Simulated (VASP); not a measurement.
# Zr (P6_3/mmc) in VASP: a series of runs

Zr is run at these levels: PBEsol, LDA, r2SCAN; tasks: electric field gradients.

Program: VASP 6.6.1. These are calculated values, not measurements. Logs are shortened: lines on timing, memory, paths and dates and some standing lists are left out, and cuts for length are marked.

### Step 1. The cell of the first run

The structure is hexagonal, space group P6_3/mmc (No. 194). The conventional cell has a = 3.188 Å, b = 3.188 Å, c = 5.077 Å, α = 90.00°, β = 90.00°, γ = 120.00°. Within 4.1 Å of Zr (site symmetry -6m2) lie 12 Zr at 3.14 to 3.19 Å.

### Step 2. Electric field gradients, PBEsol (functional pbesol, volume scaled by 0.96)

Contents of INCAR:

```
SYSTEM = Zr
PREC = Accurate
ENCUT = 520
EDIFF = 1E-8
ISMEAR = -1
SIGMA = 0.03
LREAL = .False.
LASPH = .True.
NELM = 60
ALGO = Normal
ISIF = 2
LWAVE = .False.
LCHARG = .False.
GGA = PS
LEFG = .True.
NBANDS = 19
```

Contents of KPOINTS:

```
regular mesh
0
Gamma
  13 13 7
  0 0 0
```

Contents of POSCAR:

```
Zr
1.0
    3.1883172162      0.0000000000      0.0000000000
   -1.5941586081      2.7611637045      0.0000000000
    0.0000000000      0.0000000000      5.0774374186
Zr
2
Direct
    0.3333333333      0.6666666667      0.2500000000
    0.6666666667      0.3333333333      0.7500000000
```

Potentials or basis: VASP PAW PBE potentials, release 64 (Zr_sv).

Started as:

```sh
$ cat potpaw_PBE.64/Zr_sv/POTCAR > POTCAR
$ mpirun -np 1 vasp_std > vasp.out
```

OUTCAR:

```text
SYSTEM = Zr
   PREC = Accurate
   ENCUT = 520
   EDIFF = 1E-8
   ISMEAR = -1
   LREAL = .False.
   LASPH = .True.
   NELM = 60
   ISIF = 2
   GGA = PS

 ion  position               nearest neighbor table
   1  0.333  0.667  0.250-   2 3.14   2 3.14   2 3.14   2 3.14   2 3.14   2 3.14
   2  0.667  0.333  0.750-   1 3.14   1 3.14   1 3.14   1 3.14   1 3.14   1 3.14

  LATTYP: Found a hexagonal cell.
 ALAT       =     3.1883172162
 C/A-ratio  =     1.5925132521

  Lattice vectors:

 A1 = (   3.1883172162,   0.0000000000,   0.0000000000)
 A2 = (  -1.5941586081,   2.7611637045,   0.0000000000)
 A3 = (   0.0000000000,   0.0000000000,   5.0774374186)

Analysis of symmetry for initial positions (statically):
=====================================================================
 Subroutine PRICEL returns:
 Original cell was already a primitive cell.

 Routine SETGRP: Setting up the symmetry group for a
 hexagonal supercell.

 Subroutine GETGRP returns: Found 24 space group operations
 (whereof 12 operations were pure point group operations)
 out of a pool of 24 trial point group operations.

The static configuration has the point symmetry D_3d.
 The point group associated with its full space group is D_6h.

Analysis of symmetry for dynamics (positions and initial velocities):
=====================================================================
 Subroutine PRICEL returns:
 Original cell was already a primitive cell.

 Routine SETGRP: Setting up the symmetry group for a
 hexagonal supercell.

 Subroutine GETGRP returns: Found 24 space group operations
 (whereof 12 operations were pure point group operations)
 out of a pool of 24 trial point group operations.

The dynamic configuration has the point symmetry D_3d.
 The point group associated with its full space group is D_6h.

 Subroutine INISYM returns: Found 24 space group operations
 (whereof 12 operations are pure point group operations),
 and found     1 'primitive' translations

----------------------------------------------------------------------------------------

                                     Primitive cell

  volume of cell :      44.6990
[... 116 lines left out ...]
   AEXX    =    0.0000 exact exchange contribution
   IVDW    =     0    specifies the selected vdW correction
   LEPSILON=     F    determine dielectric tensor
   LRPA    =     F    only Hartree local field effects (RPA)
 non-spin polarized calculation
  energy-cutoff  :      520.00
  volume of cell :       44.70
 maximum number of plane-waves:      1218
 NGX is ok and might be reduce to    24
   NGX = 11   NGY = 11   NGZ = 19

 number of electron      24.0000000 magnetization

 Free energy of the ion-electron system (eV)
  ---------------------------------------------------
  ext. energy  EPLUGINS =         0.00000000
  ---------------------------------------------------
  free energy    TOTEN  =       -18.16207895 eV

  energy without entropy =      -18.15467647  energy(sigma->0) =      -18.15837771

 E-fermi :   9.3453     XC(G=0): -11.3903

 val. band max:        9.3444840880   @ k =   0.3846   0.1538   0.2857
 cond. band min:       9.3518268004   @ k =   0.0000   0.0000   0.4286
 fundamental gap:      0.0073427124
 Fermi energy:         9.3452804307

 k-point     1 :       0.0000    0.0000    0.0000
  band No.  band energies     occupation
      1     -39.3332      2.00000
      2     -39.1482      2.00000
      3     -17.9651      2.00000
      4     -16.9672      2.00000
      5     -16.9672      2.00000
      6     -16.8062      2.00000
[... 505 lines left out ...]
      6     -17.0139      2.00000
[... 11 lines left out ...]
     18      11.7019      0.00000
     19      14.3157      0.00000

 [... further k-points ...]
[... 5 lines left out ...]
  --------------------------------------------------------------------------------------
  -------------------------------------------------------------------------------------
  Total        0.0688623      0.0688623      0.3662268      0.0000000      0.0000000      0.0000000
  in kB        2.4682778      2.4682778     13.1269065      0.0000000      0.0000000      0.0000000
  external PRESSURE =       6.0211540 kB  Pullay stress =       0.0000000 kB

 VOLUME and BASIS-vectors are now :
 -----------------------------------------------------------------------------
  energy-cutoff  :      520.00
  volume of cell :       44.70
      direct lattice vectors                 reciprocal lattice vectors
     3.188317216  0.000000000  0.000000000     0.313645077  0.181083070  0.000000000
    -1.594158608  2.761163704  0.000000000     0.000000000  0.362166140  0.000000000
     0.000000000  0.000000000  5.077437419     0.000000000  0.000000000  0.196949744

 POSITION                                       TOTAL-FORCE (eV/Angst)
 -----------------------------------------------------------------------------------
     -0.00000      1.84078      1.26936        -0.000000      0.000000      0.000000
      1.59416      0.92039      3.80808         0.000000      0.000000      0.000000
 -----------------------------------------------------------------------------------
    total drift:                               -0.000000      0.000000     -0.000000

  FREE ENERGIE OF THE ION-ELECTRON SYSTEM (eV)
  ---------------------------------------------------
  free  energy   TOTEN  =       -18.1620789515 eV

  energy  without entropy=      -18.1546764725  energy(sigma->0) =      -18.15837771

 Electric field gradients (V/A^2)
---------------------------------------------------------------------
 ion       V_xx      V_yy      V_zz      V_xy      V_xz      V_yz
---------------------------------------------------------------------
   1     -22.813   -22.813    45.625    -0.000     0.000    -0.000
   2     -22.813   -22.813    45.625    -0.000    -0.000     0.000
---------------------------------------------------------------------

 Electric field gradients after diagonalization (V/A^2)
 (convention: |V_zz| > |V_xx| > |V_yy|)
----------------------------------------------------------------------
 ion       V_xx      V_yy      V_zz     asymmetry (V_yy - V_xx)/ V_zz
----------------------------------------------------------------------
   1     -22.813   -22.813    45.625       0.000
   2     -22.813   -22.813    45.625       0.000
----------------------------------------------------------------------

           NMR quadrupolar parameters

 Cq : quadrupolar parameter    Cq=e*Q*V_zz/h
 eta: asymmetry parameters     (V_yy - V_xx)/ V_zz
 Q  : nuclear electric quadrupole moment in mb (millibarn)
----------------------------------------------------------------------
 ion       Cq(MHz)       eta       Q (mb)
----------------------------------------------------------------------
   1       0.110       0.000       1.000
   2       0.110       0.000       1.000
----------------------------------------------------------------------
```

It took 2.4 min on 1 thread of AMD EPYC 7R13, shared host; peak memory 0.17 GiB.

What came out:

- Free energy: -18.1621 eV
- Pressure: 0.6 GPa
- Band gap on the k mesh: zero (band 12 reaches 10.30 eV, above the bottom of band 13 at 9.13 eV)

Stress tensor (GPa, compression positive):
```
0.25 0.00 0.00
0.00 0.25 0.00
0.00 0.00 1.31
```

Electric field gradients, principal values (V/Å²):
| atom | least | middle | greatest (by size) |
| --- | --- | --- | --- |
| 1 Zr | -22.813 | -22.813 | 45.625 |
| 2 Zr | -22.813 | -22.813 | 45.625 |

Caveat: the cell differs from its parent crystal (functional pbesol, volume scaled by 0.96); without QUAD_EFG the Cq values of the log hold for a quadrupole moment of 1 mb, not for the nuclei; the PAW data sets were made with another functional, which shifts forces and pressure a little.

### Step 3. Electric field gradients, LDA

This run uses another cell than the first one, of 23.28 Å³/atom, 1.042 times its volume.

Contents of INCAR:

```
SYSTEM = Zr
ALGO = Normal
EDIFF = 1E-8
ENCUT = 520
GGA = CA
ISIF = 2
ISMEAR = -1
LASPH = .TRUE.
LCHARG = .FALSE.
LEFG = .TRUE.
LREAL = .FALSE.
LWAVE = .FALSE.
NBANDS = 19
NELM = 60
PREC = Accurate
SIGMA = 0.03
```

Contents of KPOINTS:

```
k-points
0
G
  13 13 7
  0 0 0
```

Contents of POSCAR:

```
Zr
1.0
    3.2319982225      0.0000000000      0.0000000000
   -1.6159991112      2.7989925656      0.0000000000
    0.0000000000      0.0000000000      5.1470000000
Zr
2
Direct
    0.3333333333      0.6666666667      0.2500000000
    0.6666666667      0.3333333333      0.7500000000
```

Potentials or basis: VASP PAW LDA potentials, release 64 (Zr_sv).

Started as:

```sh
$ cat potpaw_LDA.64/Zr_sv/POTCAR > POTCAR
$ mpirun -np 1 vasp_std > vasp.out
```

OUTCAR:

```text
SYSTEM = Zr
   EDIFF = 1E-8
   ENCUT = 520
   GGA = CA
   ISIF = 2
   ISMEAR = -1
   LASPH = .TRUE.
   LREAL = .FALSE.
   NELM = 60
   PREC = Accurate

 ion  position               nearest neighbor table
   1  0.333  0.667  0.250-   2 3.18   2 3.18   2 3.18   2 3.18   2 3.18   2 3.18
   2  0.667  0.333  0.750-   1 3.18   1 3.18   1 3.18   1 3.18   1 3.18   1 3.18

  LATTYP: Found a hexagonal cell.
 ALAT       =     3.2319982225
 C/A-ratio  =     1.5925132521

  Lattice vectors:

 A1 = (   3.2319982225,   0.0000000000,   0.0000000000)
 A2 = (  -1.6159991112,   2.7989925656,   0.0000000000)
 A3 = (   0.0000000000,   0.0000000000,   5.1470000000)

Analysis of symmetry for initial positions (statically):
=====================================================================
 Subroutine PRICEL returns:
 Original cell was already a primitive cell.

 Routine SETGRP: Setting up the symmetry group for a
 hexagonal supercell.

 Subroutine GETGRP returns: Found 24 space group operations
 (whereof 12 operations were pure point group operations)
 out of a pool of 24 trial point group operations.

The static configuration has the point symmetry D_3d.
 The point group associated with its full space group is D_6h.

Analysis of symmetry for dynamics (positions and initial velocities):
=====================================================================
 Subroutine PRICEL returns:
 Original cell was already a primitive cell.

 Routine SETGRP: Setting up the symmetry group for a
 hexagonal supercell.

 Subroutine GETGRP returns: Found 24 space group operations
 (whereof 12 operations were pure point group operations)
 out of a pool of 24 trial point group operations.

The dynamic configuration has the point symmetry D_3d.
 The point group associated with its full space group is D_6h.

 Subroutine INISYM returns: Found 24 space group operations
 (whereof 12 operations are pure point group operations),
 and found     1 'primitive' translations

----------------------------------------------------------------------------------------

                                     Primitive cell

  volume of cell :      46.5615

  direct lattice vectors                    reciprocal lattice vectors
     3.231998223  0.000000000  0.000000000     0.309406111  0.178635701  0.000000000
    -1.615999111  2.798992566  0.000000000     0.000000000  0.357271403  0.000000000
     0.000000000  0.000000000  5.147000000     0.000000000  0.000000000  0.194287935

  length of vectors
     3.231998223  3.231998222  5.147000000     0.357271403  0.357271403  0.194287935

  position of ions in fractional coordinates (direct lattice)
     0.333333333  0.666666667  0.250000000
     0.666666667  0.333333333  0.750000000

  ion indices of the primitive-cell ions
   primitive index   ion index
                 1           1
                 2           2

[... 69 lines left out ...]
   ENCUT  =  520.0 eV  38.22 Ry    6.18 a.u.   6.01  6.01  9.57*2*pi/ulx,y,z
   NELM   =     60;   NELMIN=  2; NELMDL= -5     # of ELM steps
   EDIFF  = 0.1E-07   stopping-criterion for ELM
   LREAL  =      F    real-space projection
   EDIFFG = 0.1E-06   stopping-criterion for IOM
   NSW    =      0    number of steps for IOM
   IBRION =     -1    ionic relax: 0-MD 1-quasi-New 2-CG
   NFREE  =      0    steps in history (QN), initial steepest desc. (CG)
   ISIF   =      2    stress and relaxation
   ISYM   =      2    0-nonsym 1-usesym 2-fastsym
   POTIM  = 0.5000    time-step for ionic-motion
   TEBEG  =    0.0;   TEEND  =   0.0 temperature during run
   PSTRESS=    0.0 pullay stress
   NELECT =      24.0000    total number of electrons
   NUPDOWN=      -1.0000    fix difference up-down
   EMIN   =  10.00;   EMAX   =-10.00  energy-range for DOS
   EFERMI =   0.00;   METHOD = LEGACY
   ISMEAR =    -1;   SIGMA  =   0.03  broadening in eV -4-tet -1-fermi 0-gaus
   EFERMI_NEDOS =   21; number of points for ismear=-14 and -15
   IALGO  =     38    algorithm
   IMIX   =      4    mixing-type and parameters
     AMIX     =   0.40;   BMIX     =  1.00
     AMIX_MAG =   1.60;   BMIX_MAG =  1.00
  volume/ion in A,a.u.               =      23.28       157.11
  Fermi-wavevector in a.u.,A,eV,Ry     =   1.312612  2.480476 23.442147  1.722949
  Thomas-Fermi vector in A             =   2.442992
   LORBIT       =      0    0 simple, 1 ext, 2 COOP (PROOUT), +10 PAW based schemes
   GGA     = CA    functional components
   LHFCALC =     F    Hartree Fock is set to
   AEXX    =    0.0000 exact exchange contribution
   IVDW    =     0    specifies the selected vdW correction
   LEPSILON=     F    determine dielectric tensor
   LRPA    =     F    only Hartree local field effects (RPA)
 non-spin polarized calculation
  energy-cutoff  :      520.00
  volume of cell :       46.56
 maximum number of plane-waves:      1275
   NGX = 13   NGY = 13   NGZ = 19

 number of electron      24.0000000 magnetization

 Free energy of the ion-electron system (eV)
  ---------------------------------------------------
  ext. energy  EPLUGINS =         0.00000000
  ---------------------------------------------------
  free energy    TOTEN  =       -18.52742298 eV

  energy without entropy =      -18.51985611  energy(sigma->0) =      -18.52363954

 E-fermi :   8.8116     XC(G=0): -11.2950

 val. band max:        8.8106352478   @ k =   0.3077   0.3077   0.2857
 cond. band min:       8.8134416905   @ k =   0.2308   0.1538   0.4286
 fundamental gap:      0.0028064427
 Fermi energy:         8.8116316466

 k-point     1 :       0.0000    0.0000    0.0000
  band No.  band energies     occupation
      1     -39.7678      2.00000
      2     -39.6090      2.00000
      3     -18.4465      2.00000
      4     -17.5606      2.00000
      5     -17.5606      2.00000
      6     -17.4207      2.00000
[... 505 lines left out ...]
      6     -17.6017      2.00000
[... 11 lines left out ...]
     18      11.0497      0.00000
     19      13.5127      0.00000

 [... further k-points ...]
[... 5 lines left out ...]
  --------------------------------------------------------------------------------------
  -------------------------------------------------------------------------------------
  Total       -1.8307800     -1.8307800     -1.5923255     -0.0000000      0.0000000      0.0000000
  in kB      -62.9969787    -62.9969787    -54.7917794     -0.0000000      0.0000000      0.0000000
  external PRESSURE =     -60.2619123 kB  Pullay stress =       0.0000000 kB

 VOLUME and BASIS-vectors are now :
 -----------------------------------------------------------------------------
  energy-cutoff  :      520.00
  volume of cell :       46.56
      direct lattice vectors                 reciprocal lattice vectors
     3.231998223  0.000000000  0.000000000     0.309406111  0.178635701  0.000000000
    -1.615999111  2.798992566  0.000000000     0.000000000  0.357271403  0.000000000
     0.000000000  0.000000000  5.147000000     0.000000000  0.000000000  0.194287935

 POSITION                                       TOTAL-FORCE (eV/Angst)
 -----------------------------------------------------------------------------------
     -0.00000      1.86600      1.28675        -0.000000     -0.000000      0.000000
      1.61600      0.93300      3.86025         0.000000      0.000000      0.000000
 -----------------------------------------------------------------------------------
    total drift:                               -0.000000      0.000000     -0.000000

  FREE ENERGIE OF THE ION-ELECTRON SYSTEM (eV)
  ---------------------------------------------------
  free  energy   TOTEN  =       -18.5274229804 eV

  energy  without entropy=      -18.5198561081  energy(sigma->0) =      -18.52363954

 Electric field gradients (V/A^2)
---------------------------------------------------------------------
 ion       V_xx      V_yy      V_zz      V_xy      V_xz      V_yz
---------------------------------------------------------------------
   1     -20.561   -20.561    41.122     0.000     0.000    -0.000
   2     -20.561   -20.561    41.122     0.000    -0.000     0.000
---------------------------------------------------------------------

 Electric field gradients after diagonalization (V/A^2)
 (convention: |V_zz| > |V_xx| > |V_yy|)
----------------------------------------------------------------------
 ion       V_xx      V_yy      V_zz     asymmetry (V_yy - V_xx)/ V_zz
----------------------------------------------------------------------
   1     -20.561   -20.561    41.122       0.000
   2     -20.561   -20.561    41.122       0.000
----------------------------------------------------------------------

           NMR quadrupolar parameters

 Cq : quadrupolar parameter    Cq=e*Q*V_zz/h
 eta: asymmetry parameters     (V_yy - V_xx)/ V_zz
 Q  : nuclear electric quadrupole moment in mb (millibarn)
----------------------------------------------------------------------
 ion       Cq(MHz)       eta       Q (mb)
----------------------------------------------------------------------
   1       0.099       0.000       1.000
   2       0.099       0.000       1.000
----------------------------------------------------------------------
```

Wall time 2.2 min (1 thread of AMD EPYC 7R13, shared host); peak memory 0.15 GiB.

What came out:

```yaml
Free_energy: -18.5274 eV
Pressure: -6.0 GPa
Band_gap_on_the_k_mesh: zero (band 12 reaches 9.69 eV, above the bottom of band 13 at 8.58 eV)
```

Levels at points of the mesh, in eV from the Fermi level:
```
           k point  band 9  band 10  band 11  band 12  band 13  band 14  band 15  band 16
(0.00, 0.00, 0.00)   -5.65    -3.06     0.81     0.81     0.96     1.24     1.50     1.50
```

Electric field gradients, principal values (V/Å²):
```tsv
atom	least	middle	greatest (by size)
1 Zr	-20.561	-20.561	41.122
2 Zr	-20.561	-20.561	41.122
```

Caveat: without QUAD_EFG the Cq values of the log hold for a quadrupole moment of 1 mb, not for the nuclei.

(Part 1 of 2 ends here.)
